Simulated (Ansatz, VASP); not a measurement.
Si: VASP beside Ansatz

```
CELL_PARAMETERS angstrom
-3.30127 3.30127 1.90836
3.30127 -3.30127 1.90836
3.30127 3.30127 -1.90836
ATOMIC_POSITIONS crystal
Si 0.17884 0.17884 0.35769
Si 0.82116 0.82116 0.64231
Si 0.17884 0.82116 0.00000
Si 0.82116 0.17884 0.00000
```

Alike in both runs: task single point; functional LDA; k mesh 10 × 10 × 10; occupations gaussian, width 0.01 eV; no spin polarisation.

|  | VASP | Ansatz |
| --- | --- | --- |
| version | VASP 6.6.1 | Ansatz 0.2.0 |
| potentials or method | VASP PAW LDA potentials, release 64 (Si), cutoff 520 eV | scalar-relativistic, plane waves, PAW |
| valence electrons in the cell | 16 | 16 |

```csv
,VASP,Ansatz,Ansatz less VASP
gap on the k mesh at the Fermi level (eV),0.20,0.20,+0.006
least direct gap on the mesh (eV),0.26,0.26,+0.002
pressure (GPa),0.1,0.0,-0.04
"traceless stress, the component that is largest in VASP (GPa)",-0.06,-0.05,+0.014
```

LDA's correlation is that of Perdew and Zunger in VASP and of Perdew and Wang (1992) in Ansatz.
